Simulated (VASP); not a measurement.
Write the native input for VASP 6.6.1 that does the following.

```yaml
Task: single point
Functional: r2SCAN
Potentials_or_basis: VASP PAW PBE potentials, release 64 (C, Zn)
Cutoff: 520 eV
k_mesh: 6 × 6 × 6
Occupations: fermi-dirac, width 0.02 eV
Spin: no spin polarisation
Dipole_correction: no
Further_INCAR_settings: ALGO = Normal; EDIFF = 1e-07; NBANDS = 21
```

Crystal: Zn2C.

```
CELL_PARAMETERS angstrom
0.00000 2.57795 2.57795
2.57795 0.00000 2.57795
2.57795 2.57795 0.00000
ATOMIC_POSITIONS crystal
C 0.00000 0.00000 0.00000
Zn 0.25000 0.25000 0.25000
Zn 0.75000 0.75000 0.75000
```

One way to write it, as run:

POSCAR

```
Zn2C
1.0
    0.0000000000      2.5779490272      2.5779490272
    2.5779490272      0.0000000000      2.5779490272
    2.5779490272      2.5779490272      0.0000000000
C Zn
1 2
Direct
    0.0000000000      0.0000000000      0.0000000000
    0.2500000000      0.2500000000      0.2500000000
    0.7500000000      0.7500000000      0.7500000000
```

INCAR.step1

```
  PREC = Accurate
  ENCUT = 520
  ISMEAR = -1
  SIGMA = 0.02
  LREAL = F
  LASPH = T
  NELM = 60
  NBANDS = 21
  GGA = PE
  ALGO = Normal
  EDIFF = 1E-4
  LWAVE = T
  LCHARG = F
```

INCAR.step2

```
  PREC = Accurate
  ENCUT = 520
  EDIFF = 1E-7
  ISMEAR = -1
  SIGMA = 0.02
  LREAL = F
  LASPH = T
  NELM = 60
  ALGO = Normal
  ISIF = 2
  LWAVE = F
  LCHARG = F
  METAGGA = R2SCAN
  LMIXTAU = T
  NBANDS = 21
  ISTART = 1
```

KPOINTS

```
Automatic mesh
0
Gamma
  6 6 6
```

Potentials or basis: VASP PAW PBE potentials, release 64 (C, Zn).

Run with:

```console
$ cat potpaw_PBE.64/C/POTCAR potpaw_PBE.64/Zn/POTCAR > POTCAR
$ cp INCAR.step1 INCAR
$ mpirun -np 1 vasp_std > vasp.out
$ cp INCAR.step2 INCAR
$ mpirun -np 1 vasp_std > vasp.out
```

It gave:

```yaml
Pressure: 0.5 GPa
Band_gap_on_the_k_mesh: 0.12 eV, direct
```

Caveat: the PAW data sets were made with another functional, which shifts forces and pressure a little.

It took 4.4 min on 1 thread of AMD EPYC 7R13, with other jobs on the host, peak memory 0.13 GiB.
